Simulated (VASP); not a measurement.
# Ga11As12 (a cell with a defect) in VASP: a series of runs

Ga11As12 (a cell with a defect) is run at these levels: PBE; tasks: single point.

Everything below comes from runs of VASP 6.6.1. Logs are shortened: lines on timing, memory, paths and dates and some standing lists are left out, and cuts for length are marked.

### 1 The cell of the first run

The cell holds a defect, 23 atoms: a = 12.186 Å, b = 8.124 Å, c = 8.124 Å, α = 60.00°, β = 60.00°, γ = 60.00°.

### 2 Single point, PBE (atoms taken out, then relaxed in part)

Input file INCAR:

```
ALGO = Normal ; EDIFF = 1E-7
ENCUT = 520 ; GGA = PE
ISIF = 2 ; ISMEAR = 0
LASPH = True ; LCHARG = True
LELF = True ; LREAL = Auto
LVHAR = True ; LWAVE = False
NBANDS = 118 ; NELM = 100
PREC = Accurate ; SIGMA = 0.05
```

Input file KPOINTS:

```
k-points
0
Gamma
  2 2 2
```

Input file POSCAR:

```
Ga11As12
1.0
    0.0000000000      8.6166988155      8.6166988155
    5.7444658770      0.0000000000      5.7444658770
    5.7444658770      5.7444658770      0.0000000000
As Ga
12 11
Direct
    0.2528228387      0.3731095547      0.3731095547
    0.2529975364      0.3734671723      0.8754618497
    0.2529975364      0.8754618497      0.3734671723
    0.2220466516      0.8895571848      0.8895571848
    0.5842679164      0.3745539672      0.3745539672
    0.5822296979      0.3773794278      0.8747791083
    0.5822296979      0.8747791083      0.3773794278
    0.5827226063      0.8743270394      0.8743270394
    0.9190904616      0.3736189403      0.3736189403
    0.9202912993      0.3652650547      0.8760914375
    0.9202912993      0.8760914375      0.3652650547
    0.9165898721      0.8765419223      0.8765419223
    0.0031147921     -0.0025843056      0.4981582061
    0.0031147921      0.4981582061     -0.0025843056
    0.0035207367      0.4984881147      0.4984881147
    0.3299078089     -0.0043295651     -0.0043295651
    0.3297501043     -0.0041258302      0.5156703711
    0.3297501043      0.5156703711     -0.0041258302
    0.3329013053      0.5005266432      0.5005266432
    0.6668741551      0.0003395865      0.0003395865
    0.6718729428     -0.0026202264      0.4970410081
    0.6718729428      0.4970410081     -0.0026202264
    0.6687429014      0.4992833386      0.4992833386
```

Potentials or basis: VASP PAW PBE potentials, release 64 (As, Ga_d).

Launch:

```console
$ cat potpaw_PBE.64/As/POTCAR potpaw_PBE.64/Ga_d/POTCAR > POTCAR
$ mpirun -np 1 vasp_std > vasp.out
```

OUTCAR:

```text
EDIFF = 1E-7
   ENCUT = 520
   GGA = PE
   ISIF = 2
   ISMEAR = 0
   LASPH = True
   LREAL = Auto
   NELM = 100
   PREC = Accurate

 ion  position               nearest neighbor table
   1  0.253  0.373  0.373-  15 2.48  19 2.49  18 2.51  17 2.51
   2  0.253  0.373  0.875-  14 2.49  19 2.49  18 2.51  16 2.51
   3  0.253  0.875  0.373-  13 2.49  19 2.49  17 2.51  16 2.51
   4  0.222  0.890  0.890-  17 2.49  18 2.49  16 2.49
   5  0.584  0.375  0.375-  23 2.50  19 2.50  22 2.50  21 2.50
   6  0.582  0.377  0.875-  23 2.49  22 2.50  20 2.50  18 2.51
   7  0.582  0.875  0.377-  23 2.49  21 2.50  20 2.50  17 2.51
   8  0.583  0.874  0.874-  21 2.50  22 2.50  20 2.51  16 2.52
   9  0.919  0.374  0.374-  23 2.49  14 2.50  13 2.50  15 2.50
  10  0.920  0.365  0.876-  22 2.47  15 2.51  14 2.51
  11  0.920  0.876  0.365-  21 2.47  15 2.51  13 2.51
  12  0.917  0.877  0.877-  20 2.48  14 2.51  13 2.51
  13  0.003  0.997  0.498-   3 2.49   9 2.50  12 2.51  11 2.51
  14  0.003  0.498  0.997-   2 2.49   9 2.50  12 2.51  10 2.51
  15  0.004  0.498  0.498-   1 2.48   9 2.50  10 2.51  11 2.51
  16  0.330  0.996  0.996-   4 2.49   3 2.51   2 2.51   8 2.52
  17  0.330  0.996  0.516-   4 2.49   1 2.51   3 2.51   7 2.51
  18  0.330  0.516  0.996-   4 2.49   1 2.51   2 2.51   6 2.51
  19  0.333  0.501  0.501-   2 2.49   3 2.49   1 2.49   5 2.50
  20  0.667  0.000  0.000-  12 2.48   7 2.50   6 2.50   8 2.51
  21  0.672  0.997  0.497-  11 2.47   7 2.50   5 2.50   8 2.50
  22  0.672  0.497  0.997-  10 2.47   6 2.50   5 2.50   8 2.50
  23  0.669  0.499  0.499-   9 2.49   7 2.49   6 2.49   5 2.50

  LATTYP: Found a face centered orthorhombic cell.
 ALAT       =     8.1239015518
 B/A-ratio  =     1.7320508076
 C/A-ratio  =     2.4494897428

  Lattice vectors:

 A1 = (   0.0000000000,   8.6166988155,   8.6166988155)
 A2 = (  -5.7444658770,   2.8722329385,   8.6166988155)
 A3 = (   5.7444658770,   0.0000000000,   5.7444658770)

Analysis of symmetry for initial positions (statically):
=====================================================================
 Subroutine PRICEL returns:
 Original cell was already a primitive cell.

 Routine SETGRP: Setting up the symmetry group for a
 face centered orthorhombic supercell.

 Subroutine GETGRP returns: Found  2 space group operations
 (whereof  2 operations were pure point group operations)
 out of a pool of  8 trial point group operations.

The static configuration has the point symmetry C_1h.

Analysis of symmetry for dynamics (positions and initial velocities):
[... 138 lines left out ...]
   IBRION =     -1    ionic relax: 0-MD 1-quasi-New 2-CG
   NFREE  =      0    steps in history (QN), initial steepest desc. (CG)
   ISIF   =      2    stress and relaxation
   ISYM   =      2    0-nonsym 1-usesym 2-fastsym
   POTIM  = 0.5000    time-step for ionic-motion
   TEBEG  =    0.0;   TEEND  =   0.0 temperature during run
   PSTRESS=    0.0 pullay stress
   NELECT =     203.0000    total number of electrons
   NUPDOWN=      -1.0000    fix difference up-down
   EMIN   =  10.00;   EMAX   =-10.00  energy-range for DOS
   EFERMI =   0.00;   METHOD = LEGACY
   ISMEAR =     0;   SIGMA  =   0.05  broadening in eV -4-tet -1-fermi 0-gaus
   EFERMI_NEDOS =   21; number of points for ismear=-14 and -15
   IALGO  =     38    algorithm
   IMIX   =      4    mixing-type and parameters
     AMIX     =   0.40;   BMIX     =  1.00
     AMIX_MAG =   1.60;   BMIX_MAG =  1.00
  volume/ion in A,a.u.               =      24.73       166.85
  Fermi-wavevector in a.u.,A,eV,Ry     =   1.161315  2.194567 18.349537  1.348653
  Thomas-Fermi vector in A             =   2.297888
   LORBIT       =      0    0 simple, 1 ext, 2 COOP (PROOUT), +10 PAW based schemes
   GGA     = PE    functional components
   LHFCALC =     F    Hartree Fock is set to
   AEXX    =    0.0000 exact exchange contribution
   IVDW    =     0    specifies the selected vdW correction
   LEPSILON=     F    determine dielectric tensor
   LRPA    =     F    only Hartree local field effects (RPA)
 non-spin polarized calculation
 Gauss-broadening in eV      SIGMA  =   0.05
  energy-cutoff  :      520.00
  volume of cell :      568.68
 maximum number of plane-waves:     15324
 NGX is ok and might be reduce to    96
   NGX = 45   NGY = 31   NGZ = 31

 number of electron     203.0000000 magnetization

 Free energy of the ion-electron system (eV)
  ---------------------------------------------------
  ext. energy  EPLUGINS =         0.00000000
  ---------------------------------------------------
  free energy    TOTEN  =       -92.54693100 eV

  energy without entropy =      -92.53589073  energy(sigma->0) =      -92.54141087

 E-fermi :   3.0377     XC(G=0):  -9.1960

 val. band max:        2.9073726791   @ k =   0.5000   0.0000   0.0000
 cond. band min:       3.0514510152   @ k =   0.5000   0.5000   0.5000
 fundamental gap:      0.1440783361
 Fermi energy:         3.0377354021

 k-point     1 :       0.0000    0.0000    0.0000
  band No.  band energies     occupation
      1     -11.6954      2.00000
      2     -11.6848      2.00000
      3     -11.6810      2.00000
      4     -11.6797      2.00000
      5     -11.6658      2.00000
      6     -11.6643      2.00000
[... 685 lines left out ...]
    112       6.0186      0.00000
    113       6.7436      0.00000
 [bands above 113 left out]

------------------------ aborting loop because EDIFF is reached ----------------------------------------

  FORCE on cell =-STRESS in cart. coord.  units (eV):
  Direction    XX          YY          ZZ          XY          YZ          ZX
  --------------------------------------------------------------------------------------
  -------------------------------------------------------------------------------------
  Total       -3.6492500     -3.5689999     -3.5689999      0.3054852     -0.5833842      0.3054852
  in kB      -10.2812041    -10.0551119    -10.0551119      0.8606578     -1.6435960      0.8606580
  external PRESSURE =     -10.1304759 kB  Pullay stress =       0.0000000 kB

 VOLUME and BASIS-vectors are now :
 -----------------------------------------------------------------------------
  energy-cutoff  :      520.00
  volume of cell :      568.68
      direct lattice vectors                 reciprocal lattice vectors
     0.000000000  8.616698815  8.616698815    -0.058026863  0.058026863  0.058026863
     5.744465877  0.000000000  5.744465877     0.087040294 -0.087040294  0.087040294
     5.744465877  5.744465877  0.000000000     0.087040294  0.087040294 -0.087040294

 POSITION                                       TOTAL-FORCE (eV/Angst)
 -----------------------------------------------------------------------------------
      4.28663      4.32181      4.32181         0.004674     -0.005390     -0.005390
      7.17443      7.20906      4.32537         0.007469     -0.005051     -0.006214
      7.17443      4.32537      7.20906         0.007469     -0.006214     -0.005051
     10.22006      7.02334      7.02334         0.014953     -0.010392     -0.010392
      4.30322      7.18607      7.18607        -0.003680      0.009317      0.009317
      7.19298     10.04204      7.18474        -0.007704      0.007075     -0.004450
[... 15 lines left out ...]
      8.58465     11.51874      8.64456         0.005483      0.000566     -0.006142
      5.73623      8.63047      8.63047        -0.006548     -0.004379     -0.004379
 -----------------------------------------------------------------------------------
    total drift:                                0.004792     -0.013121     -0.013122

  FREE ENERGIE OF THE ION-ELECTRON SYSTEM (eV)
  ---------------------------------------------------
  free  energy   TOTEN  =       -92.5469310038 eV

  energy  without entropy=      -92.5358907315  energy(sigma->0) =      -92.54141087
```

stdout:

```text
POSCAR found type information on POSCAR AsGa
 POSCAR found :  2 types and      23 ions
 scaLAPACK will be used
 LDA part: xc-table for (Slater+PW92), standard interpolation
 POSCAR, INCAR and KPOINTS ok, starting setup
 FFT: planning ... GRIDC
 FFT: planning ... GRID_SOFT
 FFT: planning ... GRID
 WAVECAR not read
 entering main loop
```

It took 13 min on 1 thread of Intel Xeon 6975P-C (Granite Rapids), shared host; peak memory 0.8 GiB.

What came out:

```
Free energy            : -92.5469 eV
Pressure               : -1.0 GPa
Largest force          : 0.024 eV/Å
Band gap on the k mesh : zero (an odd number of electrons rules out a gap without spin polarisation)
```

Forces on the atoms (eV/Å):
```
As   0.005 -0.005 -0.005
As   0.007 -0.005 -0.006
As   0.007 -0.006 -0.005
As   0.015 -0.010 -0.010
As  -0.004  0.009  0.009
As  -0.008  0.007 -0.004
As  -0.008 -0.004  0.007
As   0.019 -0.004 -0.004
As   0.001 -0.002 -0.002
As  -0.009  0.012  0.005
As  -0.009  0.005  0.012
As  -0.023  0.005  0.005
Ga   0.002  0.010 -0.001
Ga   0.002 -0.001  0.010
Ga   0.001  0.002  0.002
Ga  -0.012  0.005  0.005
Ga  -0.004  0.006  0.002
Ga  -0.004  0.002  0.006
Ga   0.006 -0.006 -0.006
Ga   0.009 -0.010 -0.010
Ga   0.005 -0.006  0.001
Ga   0.005  0.001 -0.006
Ga  -0.007 -0.004 -0.004
```

Caveat: the k points lie up to 0.47 Å⁻¹ apart, too coarse for converged energies and pressures of a metal; the cell differs from its parent crystal (atoms taken out, then relaxed in part); an odd number of electrons without spin polarisation forces a metal; a magnetic or distorted state may lie lower.

### 3 Single point, PBE (atoms taken out)

Input file INCAR:

```
SYSTEM = Ga11As12
PREC = Accurate ; ENCUT = 520
EDIFF = 1E-6 ; ISMEAR = 0
SIGMA = 0.05 ; LREAL = Auto
LASPH = .TRUE. ; NELM = 60
ALGO = Normal ; ISIF = 2
LWAVE = .FALSE. ; LCHARG = .FALSE.
GGA = PE ; NBANDS = 118
```

Input file KPOINTS:

```
Automatic mesh
0
G
  2 2 2
  0 0 0
```

Input file POSCAR:

```
Ga11As12
1.0
    0.0000000000      8.6166988155      8.6166988155
    5.7444658770      0.0000000000      5.7444658770
    5.7444658770      5.7444658770      0.0000000000
As Ga
12 11
Direct
    0.2528228091      0.3731095364      0.3731095364
    0.2529975280      0.3734671849      0.8754618110
    0.2529975280      0.8754618110      0.3734671849
    0.2220466377      0.8895572033      0.8895572033
    0.5842678975      0.3745539700      0.3745539700
    0.5822297039      0.3773793850      0.8747791540
    0.5822297039      0.8747791540      0.3773793850
    0.5827225841      0.8743270667      0.8743270667
    0.9190904393      0.3736189832      0.3736189832
    0.9202913053      0.3652651169      0.8760913735
    0.9202913053      0.8760913735      0.3652651169
    0.9165898877      0.8765418940      0.8765418940
    0.0031148240     -0.0025843134      0.4981581510
    0.0031148240      0.4981581510     -0.0025843134
    0.0035207219      0.4984881208      0.4984881208
    0.3299077827     -0.0043295583     -0.0043295583
    0.3297501237     -0.0041257970      0.5156703101
    0.3297501237      0.5156703101     -0.0041257970
    0.3329013885      0.5005266045      0.5005266045
    0.6668741270      0.0003395442      0.0003395442
    0.6718729671     -0.0026202610      0.4970409889
    0.6718729671      0.4970409889     -0.0026202610
    0.6687428821      0.4992833209      0.4992833209
```

Potentials or basis: VASP PAW PBE potentials, release 64 (As, Ga_d).

Launch:

```console
$ cat potpaw_PBE.64/As/POTCAR potpaw_PBE.64/Ga_d/POTCAR > POTCAR
$ mpirun -np 1 vasp_std > vasp.out
```

OUTCAR:

```text
SYSTEM = Ga11As12
   PREC = Accurate
   ENCUT = 520
   EDIFF = 1E-6
   ISMEAR = 0
   LREAL = Auto
   LASPH = .TRUE.
   NELM = 60
   ISIF = 2
   GGA = PE

 ion  position               nearest neighbor table
   1  0.253  0.373  0.373-  15 2.48  19 2.49  18 2.51  17 2.51
   2  0.253  0.373  0.875-  14 2.49  19 2.49  18 2.51  16 2.51
   3  0.253  0.875  0.373-  13 2.49  19 2.49  17 2.51  16 2.51
   4  0.222  0.890  0.890-  17 2.49  18 2.49  16 2.49
   5  0.584  0.375  0.375-  23 2.50  19 2.50  22 2.50  21 2.50
   6  0.582  0.377  0.875-  23 2.49  22 2.50  20 2.50  18 2.51
   7  0.582  0.875  0.377-  23 2.49  21 2.50  20 2.50  17 2.51
   8  0.583  0.874  0.874-  22 2.50  21 2.50  20 2.51  16 2.52
   9  0.919  0.374  0.374-  23 2.49  14 2.50  13 2.50  15 2.50
  10  0.920  0.365  0.876-  22 2.47  15 2.51  14 2.51
  11  0.920  0.876  0.365-  21 2.47  15 2.51  13 2.51
  12  0.917  0.877  0.877-  20 2.48  14 2.51  13 2.51
  13  0.003  0.997  0.498-   3 2.49   9 2.50  12 2.51  11 2.51
  14  0.003  0.498  0.997-   2 2.49   9 2.50  12 2.51  10 2.51
  15  0.004  0.498  0.498-   1 2.48   9 2.50  10 2.51  11 2.51
  16  0.330  0.996  0.996-   4 2.49   2 2.51   3 2.51   8 2.52
  17  0.330  0.996  0.516-   4 2.49   1 2.51   3 2.51   7 2.51
  18  0.330  0.516  0.996-   4 2.49   1 2.51   2 2.51   6 2.51
  19  0.333  0.501  0.501-   3 2.49   2 2.49   1 2.49   5 2.50
  20  0.667  0.000  0.000-  12 2.48   7 2.50   6 2.50   8 2.51
  21  0.672  0.997  0.497-  11 2.47   7 2.50   5 2.50   8 2.50
  22  0.672  0.497  0.997-  10 2.47   6 2.50   5 2.50   8 2.50
  23  0.669  0.499  0.499-   9 2.49   7 2.49   6 2.49   5 2.50

  LATTYP: Found a face centered orthorhombic cell.
 ALAT       =     8.1239015518
 B/A-ratio  =     1.7320508076
 C/A-ratio  =     2.4494897428

  Lattice vectors:

 A1 = (   0.0000000000,   8.6166988155,   8.6166988155)
 A2 = (  -5.7444658770,   2.8722329385,   8.6166988155)
 A3 = (   5.7444658770,   0.0000000000,   5.7444658770)

Analysis of symmetry for initial positions (statically):
=====================================================================
 Subroutine PRICEL returns:
[... 172 lines left out ...]
   LHFCALC =     F    Hartree Fock is set to
   AEXX    =    0.0000 exact exchange contribution
   IVDW    =     0    specifies the selected vdW correction
   LEPSILON=     F    determine dielectric tensor
   LRPA    =     F    only Hartree local field effects (RPA)
 non-spin polarized calculation
 Gauss-broadening in eV      SIGMA  =   0.05
  energy-cutoff  :      520.00
  volume of cell :      568.68
 maximum number of plane-waves:     15324
 NGX is ok and might be reduce to    96
   NGX = 45   NGY = 31   NGZ = 31

 number of electron     203.0000000 magnetization

 Free energy of the ion-electron system (eV)
  ---------------------------------------------------
  ext. energy  EPLUGINS =         0.00000000
  ---------------------------------------------------
  free energy    TOTEN  =       -92.54693053 eV

  energy without entropy =      -92.53589028  energy(sigma->0) =      -92.54141040

 E-fermi :   3.0378     XC(G=0):  -9.1960

 val. band max:        2.9073180035   @ k =   0.5000   0.0000   0.0000
 cond. band min:       3.0514827941   @ k =   0.5000   0.5000   0.5000
 fundamental gap:      0.1441647906
 Fermi energy:         3.0377587877

 k-point     1 :       0.0000    0.0000    0.0000
  band No.  band energies     occupation
      1     -11.6955      2.00000
      2     -11.6849      2.00000
      3     -11.6810      2.00000
      4     -11.6798      2.00000
      5     -11.6659      2.00000
      6     -11.6644      2.00000
[... 685 lines left out ...]
    112       6.0186      0.00000
    113       6.7435      0.00000
 [bands above 113 left out]

------------------------ aborting loop because EDIFF is reached ----------------------------------------

  FORCE on cell =-STRESS in cart. coord.  units (eV):
  Direction    XX          YY          ZZ          XY          YZ          ZX
  --------------------------------------------------------------------------------------
  -------------------------------------------------------------------------------------
  Total       -3.6093777     -3.5291789     -3.5291789      0.3056100     -0.5829069      0.3056100
  in kB      -10.1688700     -9.9429221     -9.9429221      0.8610094     -1.6422512      0.8610096
  external PRESSURE =     -10.0182381 kB  Pullay stress =       0.0000000 kB

 VOLUME and BASIS-vectors are now :
 -----------------------------------------------------------------------------
  energy-cutoff  :      520.00
  volume of cell :      568.68
      direct lattice vectors                 reciprocal lattice vectors
     0.000000000  8.616698815  8.616698815    -0.058026863  0.058026863  0.058026863
     5.744465877  0.000000000  5.744465877     0.087040294 -0.087040294  0.087040294
     5.744465877  5.744465877  0.000000000     0.087040294  0.087040294 -0.087040294

 POSITION                                       TOTAL-FORCE (eV/Angst)
 -----------------------------------------------------------------------------------
      4.28663      4.32181      4.32181         0.004648     -0.005364     -0.005364
      7.17443      7.20906      4.32537         0.007429     -0.004996     -0.006158
      7.17443      4.32537      7.20906         0.007429     -0.006158     -0.004996
     10.22006      7.02334      7.02334         0.014801     -0.010264     -0.010264
      4.30322      7.18607      7.18607        -0.003655      0.009280      0.009280
      7.19298     10.04204      7.18474        -0.007637      0.007018     -0.004479
[... 15 lines left out ...]
      8.58465     11.51874      8.64456         0.005487      0.000553     -0.006251
      5.73623      8.63047      8.63047        -0.006440     -0.004422     -0.004422
 -----------------------------------------------------------------------------------
    total drift:                                0.004970     -0.013382     -0.013383

  FREE ENERGIE OF THE ION-ELECTRON SYSTEM (eV)
  ---------------------------------------------------
  free  energy   TOTEN  =       -92.5469305284 eV

  energy  without entropy=      -92.5358902783  energy(sigma->0) =      -92.54141040
```

It took 9.2 min on 1 thread of Intel Xeon 6975P-C (Granite Rapids), shared host; peak memory 0.8 GiB.

Results:

```
Free energy            : -92.5469 eV
Pressure               : -1.0 GPa
Largest force          : 0.024 eV/Å
Band gap on the k mesh : zero (an odd number of electrons rules out a gap without spin polarisation)
```

Forces in eV/Å, atoms in the order of the input:
```
As   0.005 -0.005 -0.005
As   0.007 -0.005 -0.006
As   0.007 -0.006 -0.005
As   0.015 -0.010 -0.010
As  -0.004  0.009  0.009
As  -0.008  0.007 -0.004
As  -0.008 -0.004  0.007
As   0.019 -0.004 -0.004
As   0.001 -0.002 -0.002
As  -0.009  0.012  0.005
As  -0.009  0.005  0.012
As  -0.023  0.005  0.005
Ga   0.002  0.010 -0.001
Ga   0.002 -0.001  0.010
Ga   0.001  0.002  0.002
Ga  -0.012  0.005  0.005
Ga  -0.004  0.006  0.002
Ga  -0.004  0.002  0.006
Ga   0.006 -0.006 -0.006
Ga   0.009 -0.009 -0.009
Ga   0.005 -0.006  0.001
Ga   0.005  0.001 -0.006
Ga  -0.006 -0.004 -0.004
```

Caveat: the k points lie up to 0.47 Å⁻¹ apart, too coarse for converged energies and pressures of a metal; the cell differs from its parent crystal (atoms taken out); an odd number of electrons without spin polarisation forces a metal; a magnetic or distorted state may lie lower.

(Part 1 of 2 ends here.)

The gap in the log of VASP goes by the Fermi energy; the results here count the filled bands.